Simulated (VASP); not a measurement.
# In3C (Im-3m) in VASP: further runs

The runs below take In3C through single point, relaxation of cell and atoms, with PBE.

Program: VASP 6.6.1. These are calculated values, not measurements. Logs are shortened: lines on timing, memory, paths and dates and some standing lists are left out, and cuts for length are marked.

### 1 The cell of the first run

The structure is cubic, space group Im-3m (No. 229). Conventional cell: a = 5.647 Å, b = 5.647 Å, c = 5.647 Å, α = 90.00°, β = 90.00°, γ = 90.00°. In (site symmetry 4/mmm) has 4 In at 2.82 Å and 2 C at 2.82 Å within 3.7 Å. C (site symmetry m-3m) has 6 In at 2.82 Å within 3.7 Å.

The cell was generated, and may not be a known phase.

### 2 Single point, PBE

INCAR reads:

```
SYSTEM = In3C
  PREC = Accurate
  ENCUT = 520
  EDIFF = 1E-7
  ISMEAR = 0
  SIGMA = 0.1
  LREAL = .False.
  LASPH = .True.
  NELM = 100
  ALGO = Normal
  ISIF = 2
  LWAVE = .False.
  LCHARG = .False.
  GGA = PE
  NBANDS = 30
```

KPOINTS reads:

```
Automatic mesh
0
Gamma
  12 12 12
  0 0 0
```

POSCAR reads:

```
In3C
1.0
   -2.8233526817      2.8233526817      2.8233526817
    2.8233526817     -2.8233526817      2.8233526817
    2.8233526817      2.8233526817     -2.8233526817
In C
3 1
Direct
    0.0000000000      0.5000000000      0.5000000000
    0.5000000000      0.0000000000      0.5000000000
    0.5000000000      0.5000000000      0.0000000000
    0.0000000000      0.0000000000      0.0000000000
```

Potentials or basis: VASP PAW PBE potentials, release 64 (In_d, C).

The run is started by

```console
$ cat potpaw_PBE.64/In_d/POTCAR potpaw_PBE.64/C/POTCAR > POTCAR
$ mpirun -np 1 vasp_std > vasp.out
```

OUTCAR:

```text
SYSTEM = In3C
   PREC = Accurate
   ENCUT = 520
   EDIFF = 1E-7
   ISMEAR = 0
   LREAL = .False.
   LASPH = .True.
   NELM = 100
   ISIF = 2
   GGA = PE

 ion  position               nearest neighbor table
   1  0.000  0.500  0.500-   2 2.82   3 2.82   4 2.82   4 2.82   3 2.82   2 2.82   2 3.99   2 3.99
                             2 3.99   3 3.99   3 3.99   3 3.99   2 3.99   3 3.99
   2  0.500  0.000  0.500-   1 2.82   3 2.82   4 2.82   3 2.82   4 2.82   1 2.82   1 3.99   3 3.99
                             1 3.99   1 3.99   3 3.99   3 3.99   1 3.99   3 3.99
   3  0.500  0.500  0.000-   1 2.82   2 2.82   4 2.82   2 2.82   1 2.82   4 2.82   2 3.99   2 3.99
                             1 3.99   1 3.99   2 3.99   1 3.99   1 3.99   2 3.99
   4  0.000  0.000  0.000-   1 2.82   2 2.82   3 2.82   1 2.82   2 2.82   3 2.82

  LATTYP: Found a body centered cubic cell.
 ALAT       =     5.6467053634

  Lattice vectors:

 A1 = (  -2.8233526817,   2.8233526817,   2.8233526817)
 A2 = (   2.8233526817,  -2.8233526817,   2.8233526817)
 A3 = (   2.8233526817,   2.8233526817,  -2.8233526817)

Analysis of symmetry for initial positions (statically):
=====================================================================
 Subroutine PRICEL returns:
 Original cell was already a primitive cell.

 Routine SETGRP: Setting up the symmetry group for a
 body centered cubic supercell.

 Subroutine GETGRP returns: Found 48 space group operations
 (whereof 48 operations were pure point group operations)
 out of a pool of 48 trial point group operations.

The static configuration has the point symmetry O_h .

Analysis of symmetry for dynamics (positions and initial velocities):
=====================================================================
 Subroutine PRICEL returns:
 Original cell was already a primitive cell.

 Routine SETGRP: Setting up the symmetry group for a
 body centered cubic supercell.

 Subroutine GETGRP returns: Found 48 space group operations
 (whereof 48 operations were pure point group operations)
 out of a pool of 48 trial point group operations.

The dynamic configuration has the point symmetry O_h .

 Subroutine INISYM returns: Found 48 space group operations
 (whereof 48 operations are pure point group operations),
 and found     1 'primitive' translations

----------------------------------------------------------------------------------------

                                     Primitive cell

  volume of cell :      90.0234

  direct lattice vectors                    reciprocal lattice vectors
    -2.823352682  2.823352682  2.823352682     0.000000000  0.177094418  0.177094418
     2.823352682 -2.823352682  2.823352682     0.177094418  0.000000000  0.177094418
     2.823352682  2.823352682 -2.823352682     0.177094418  0.177094418  0.000000000

  length of vectors
     4.890190292  4.890190292  4.890190292     0.250449328  0.250449328  0.250449328

  position of ions in fractional coordinates (direct lattice)
     0.000000000  0.500000000  0.500000000
     0.500000000  0.000000000  0.500000000
     0.500000000  0.500000000  0.000000000
     0.000000000  0.000000000  0.000000000

  ion indices of the primitive-cell ions
   primitive index   ion index
                 1           1
                 2           2
                 3           3
                 4           4

----------------------------------------------------------------------------------------

 KPOINTS: Automatic mesh

Automatic generation of k-mesh.
 Grid dimensions read from file:
 generate k-points for:   12   12   12

 Generating k-lattice:

  Cartesian coordinates                     Fractional coordinates (reciprocal lattice)
     0.000000000  0.014757868  0.014757868     0.083333333  0.000000000  0.000000000
     0.014757868  0.000000000  0.014757868     0.000000000  0.083333333  0.000000000
     0.014757868  0.014757868  0.000000000     0.000000000  0.000000000  0.083333333

  Length of vectors
     0.020870777  0.020870777  0.020870777

  Shift w.r.t. Gamma in fractional coordinates (k-lattice)
     0.000000000  0.000000000  0.000000000

 Subroutine IBZKPT returns following result:
 ===========================================

 Found     72 irreducible k-points:

 Following reciprocal coordinates:
            Coordinates               Weight
  0.000000  0.000000  0.000000      1.000000
  0.083333  0.000000  0.000000     12.000000
  0.166667  0.000000  0.000000     12.000000
  0.250000  0.000000  0.000000     12.000000
  0.333333  0.000000  0.000000     12.000000
  0.416667  0.000000  0.000000     12.000000
[... 16 lines left out ...]
  0.333333  0.083333  0.083333     24.000000
  0.416667  0.083333  0.083333     12.000000
 [... further k-points ...]
   k-points           NKPTS =     72   k-points in BZ     NKDIM =     72   number of bands    NBANDS=     30
   number of dos      NEDOS =    301   number of ions     NIONS =      4
   total plane-waves  NPLWV =  46656
   dimension x,y,z NGX =    36 NGY =   36 NGZ =   36
   dimension x,y,z NGXF=    72 NGYF=   72 NGZF=   72
   ions per type =               3   1
   NGX,Y,Z   is equivalent  to a cutoff of  12.24, 12.24, 12.24 a.u.
   NGXF,Y,Z  is equivalent  to a cutoff of  24.48, 24.48, 24.48 a.u.
 SYSTEM =  In3C
   PREC   = accura    normal or accurate (medium, high low for compatibility)
   ISTART =      0    job   : 0-new  1-cont  2-samecut
   ICHARG =      2    charge: 1-file 2-atom 10-const
   ISPIN  =      1    spin polarized calculation?
   LNONCOLLINEAR =      F non collinear calculations
   LSORBIT =      F    spin-orbit coupling
   LASPH  =      T    aspherical Exc in radial PAW
   ENCUT  =  520.0 eV  38.22 Ry    6.18 a.u.   9.09  9.09  9.09*2*pi/ulx,y,z
   NELM   =    100;   NELMIN=  2; NELMDL= -5     # of ELM steps
   EDIFF  = 0.1E-06   stopping-criterion for ELM
   LREAL  =      F    real-space projection
   EDIFFG = 0.1E-05   stopping-criterion for IOM
   NSW    =      0    number of steps for IOM
   IBRION =     -1    ionic relax: 0-MD 1-quasi-New 2-CG
   NFREE  =      0    steps in history (QN), initial steepest desc. (CG)
   ISIF   =      2    stress and relaxation
   ISYM   =      2    0-nonsym 1-usesym 2-fastsym
   POTIM  = 0.5000    time-step for ionic-motion
   TEBEG  =    0.0;   TEEND  =   0.0 temperature during run
   PSTRESS=    0.0 pullay stress
   NELECT =      43.0000    total number of electrons
   NUPDOWN=      -1.0000    fix difference up-down
   EMIN   =  10.00;   EMAX   =-10.00  energy-range for DOS
   EFERMI =   0.00;   METHOD = LEGACY
   ISMEAR =     0;   SIGMA  =   0.10  broadening in eV -4-tet -1-fermi 0-gaus
   EFERMI_NEDOS =   21; number of points for ismear=-14 and -15
   IALGO  =     38    algorithm
   IMIX   =      4    mixing-type and parameters
     AMIX     =   0.40;   BMIX     =  1.00
     AMIX_MAG =   1.60;   BMIX_MAG =  1.00
  volume/ion in A,a.u.               =      22.51       151.88
  Fermi-wavevector in a.u.,A,eV,Ry     =   1.279713  2.418307 22.281784  1.637665
  Thomas-Fermi vector in A             =   2.412182
   LORBIT       =      0    0 simple, 1 ext, 2 COOP (PROOUT), +10 PAW based schemes
   GGA     = PE    functional components
   LHFCALC =     F    Hartree Fock is set to
   AEXX    =    0.0000 exact exchange contribution
   IVDW    =     0    specifies the selected vdW correction
   LEPSILON=     F    determine dielectric tensor
   LRPA    =     F    only Hartree local field effects (RPA)
 non-spin polarized calculation
 Gauss-broadening in eV      SIGMA  =   0.10
  energy-cutoff  :      520.00
  volume of cell :       90.02
 maximum number of plane-waves:      2491
   NGX = 19   NGY = 19   NGZ = 19

 number of electron      43.0000015 magnetization

 Free energy of the ion-electron system (eV)
  ---------------------------------------------------
  ext. energy  EPLUGINS =         0.00000000
  ---------------------------------------------------
  free energy    TOTEN  =       -11.74012116 eV

  energy without entropy =      -11.73070694  energy(sigma->0) =      -11.73541405

 E-fermi :   6.4228     XC(G=0): -10.1763

 val. band max:        6.4212282158   @ k =   0.1667   0.1667   0.0000
 cond. band min:       6.4414445006   @ k =   0.1667   0.1667   0.0833
 fundamental gap:      0.0202162849
 Fermi energy:         6.4227589149

 k-point     1 :       0.0000    0.0000    0.0000
  band No.  band energies     occupation
      1      -8.7323      2.00000
      2      -8.7323      2.00000
      3      -8.3693      2.00000
      4      -8.3693      2.00000
      5      -8.3693      2.00000
      6      -8.3004      2.00000
[... 22 lines left out ...]
     29      12.7260      0.00000
     30      12.7260      0.00000

 k-point     2 :       0.0833    0.0000    0.0000
  band No.  band energies     occupation
      1      -8.7257      2.00000
      2      -8.7127      2.00000
      3      -8.3629      2.00000
      4      -8.3610      2.00000
      5      -8.3570      2.00000
      6      -8.2917      2.00000
[... 22 lines left out ...]
     29      12.5587      0.00000
     30      12.6353      0.00000

 k-point     3 :       0.1667    0.0000    0.0000
  band No.  band energies     occupation
      1      -8.7084      2.00000
      2      -8.6548      2.00000
      3      -8.3449      2.00000
      4      -8.3374      2.00000
      5      -8.3212      2.00000
      6      -8.2654      2.00000
[... 22 lines left out ...]
     29      12.1508      0.00000
     30      12.9323      0.00000

 k-point     4 :       0.2500    0.0000    0.0000
  band No.  band energies     occupation
      1      -8.6855      2.00000
      2      -8.5616      2.00000
      3      -8.3179      2.00000
      4      -8.3014      2.00000
      5      -8.2651      2.00000
      6      -8.2205      2.00000
[... 616 lines left out ...]
     29      14.5262      0.00000
     30      14.6527      0.00000

 k-point    23 :       0.3333    0.0833    0.0833
  band No.  band energies     occupation
      1      -8.5833      2.00000
      2      -8.2940      2.00000
      3      -8.2339      2.00000
      4      -8.1941      2.00000
      5      -8.1105      2.00000
      6      -8.0759      2.00000
[... 22 lines left out ...]
     29      14.1619      0.00000
     30      14.3946      0.00000

 k-point    24 :       0.4167    0.0833    0.0833
  band No.  band energies     occupation
      1      -8.5770      2.00000
      2      -8.2223      2.00000
      3      -8.1873      2.00000
      4      -8.1594      2.00000
      5      -8.0804      2.00000
      6      -8.0497      2.00000
[... 22 lines left out ...]
     29      13.2406      0.00000
     30      13.7397      0.00000

 [... further k-points ...]

------------------------ aborting loop because EDIFF is reached ----------------------------------------

  FORCE on cell =-STRESS in cart. coord.  units (eV):
  Direction    XX          YY          ZZ          XY          YZ          ZX
  --------------------------------------------------------------------------------------
  -------------------------------------------------------------------------------------
  Total       -0.0154777     -0.0154777     -0.0154777      0.0000000      0.0000000     -0.0000000
  in kB       -0.2754621     -0.2754621     -0.2754621      0.0000000      0.0000000     -0.0000000
  external PRESSURE =      -0.2754621 kB  Pullay stress =       0.0000000 kB

 VOLUME and BASIS-vectors are now :
 -----------------------------------------------------------------------------
  energy-cutoff  :      520.00
  volume of cell :       90.02
      direct lattice vectors                 reciprocal lattice vectors
    -2.823352682  2.823352682  2.823352682     0.000000000  0.177094418  0.177094418
     2.823352682 -2.823352682  2.823352682     0.177094418  0.000000000  0.177094418
     2.823352682  2.823352682 -2.823352682     0.177094418  0.177094418  0.000000000

 POSITION                                       TOTAL-FORCE (eV/Angst)
 -----------------------------------------------------------------------------------
      2.82335      0.00000      0.00000         0.000000     -0.000000      0.000000
      0.00000      2.82335      0.00000        -0.000000      0.000000     -0.000000
      0.00000      0.00000      2.82335         0.000000      0.000000      0.000000
      0.00000      0.00000      0.00000         0.000000     -0.000000      0.000000
 -----------------------------------------------------------------------------------
    total drift:                                0.000000      0.000000     -0.000000

  FREE ENERGIE OF THE ION-ELECTRON SYSTEM (eV)
  ---------------------------------------------------
  free  energy   TOTEN  =       -11.7401211582 eV

  energy  without entropy=      -11.7307069427  energy(sigma->0) =      -11.73541405
```

Run time: 82 s. Hardware: 1 thread of Intel Xeon 6975P-C (Granite Rapids), shared host; peak memory 0.3 GiB.

Results:

```yaml
Free_energy: -11.7401 eV
Pressure: 0.0 GPa
Band_gap_on_the_k_mesh: zero (an odd number of electrons rules out a gap without spin polarisation)
```

Levels at points of the mesh, in eV from the Fermi level:
| k point | band 19 | band 20 | band 21 | band 22 | band 23 | band 24 | band 25 | band 26 |
| --- | --- | --- | --- | --- | --- | --- | --- | --- |
| (0.00, 0.00, 0.00) | -1.38 | -1.38 | -0.41 | -0.41 | -0.41 | -0.10 | -0.10 | 5.02 |
| (0.50, 0.00, 0.00) | -2.92 | -1.76 | -1.22 | 0.71 | 1.12 | 2.51 | 2.99 | 5.08 |
| (0.50, 0.50, 0.50) | -3.70 | -3.70 | -3.70 | 1.12 | 1.12 | 1.12 | 2.56 | 7.63 |

Caveat: spin-orbit coupling is left out, which moves the levels of the heavy elements.

### 3 Relaxation of cell and atoms, PBE

This run uses another cell than the first one, of 22.73 Å³/atom.

INCAR reads:

```
SYSTEM = In3C
PREC = Accurate
ENCUT = 600
EDIFF = 1E-7
ISMEAR = 0
SIGMA = 0.1
LREAL = .False.
LASPH = .True.
NELM = 100
ALGO = Normal
ISIF = 3
LWAVE = .False.
LCHARG = .False.
GGA = PE
IBRION = 2
NSW = 100
EDIFFG = -0.01
```

KPOINTS reads:

```
regular mesh
0
Gamma
  12 12 12
  0 0 0
```

POSCAR reads:

```
In3C
1.0
   -2.8327138700      2.8327138700      2.8327138700
    2.8327138700     -2.8327138700      2.8327138700
    2.8327138700      2.8327138700     -2.8327138700
In C
3 1
Direct
    0.0000000000      0.5000000000      0.5000000000
    0.5000000000      0.0000000000      0.5000000000
    0.5000000000      0.5000000000      0.0000000000
    0.0000000000      0.0000000000      0.0000000000
```

Potentials or basis: VASP PAW PBE potentials, release 64 (In_d, C).

The run is started by

```console
$ cat potpaw_PBE.64/In_d/POTCAR potpaw_PBE.64/C/POTCAR > POTCAR
$ mpirun -np 1 vasp_std > vasp.out
```

Wall time 3.3 min (1 thread of Intel Xeon 6975P-C (Granite Rapids), shared host); peak memory 0.36 GiB.

It converged, with:

- Free energy: -11.7404 eV
- Relaxed volume: 22.50 Å³/atom
- Relaxed cell: a = 4.890 Å, b = 4.890 Å, c = 4.890 Å, α = 109.47°, β = 109.47°, γ = 109.47°
- Space group after relaxing (to 0.1 Å): Im-3m (No. 229)
- Energy gained by relaxing: 0.3 meV/atom
- Ionic steps: 2
- Pressure after relaxing: 0.0 GPa

Step by step:
| step | energy change (eV) | largest force (eV/Å) | pressure (GPa) | volume (Å³) |
| --- | --- | --- | --- | --- |
| 1 | 0.0000 | 0.0000 | -0.49 | 90.92 |
| 2 | -0.0014 | 0.0000 | 0.01 | 90.01 |

Final structure:
```
CELL_PARAMETERS angstrom
-2.82326 2.82326 2.82326
2.82326 -2.82326 2.82326
2.82326 2.82326 -2.82326
ATOMIC_POSITIONS crystal
In 0.00000 0.50000 0.50000
In 0.50000 0.00000 0.50000
In 0.50000 0.50000 0.00000
C 0.00000 0.00000 0.00000
```

Levels at points of the mesh, in eV from the Fermi level:
| k point | band 19 | band 20 | band 21 | band 22 | band 23 | band 24 | band 25 |
| --- | --- | --- | --- | --- | --- | --- | --- |
| (0.00, 0.00, 0.00) | -1.38 | -1.38 | -0.41 | -0.41 | -0.41 | -0.10 | -0.10 |
| (0.50, 0.00, 0.00) | -2.92 | -1.77 | -1.22 | 0.71 | 1.12 | 2.51 | 2.99 |
| (0.50, 0.50, 0.50) | -3.70 | -3.70 | -3.70 | 1.12 | 1.12 | 1.12 | 2.56 |

Caveat: the highest band is partly filled, so the run has too few bands; spin-orbit coupling is left out, which moves the levels of the heavy elements.

The gap in the log of VASP goes by the Fermi energy; the results here count the filled bands.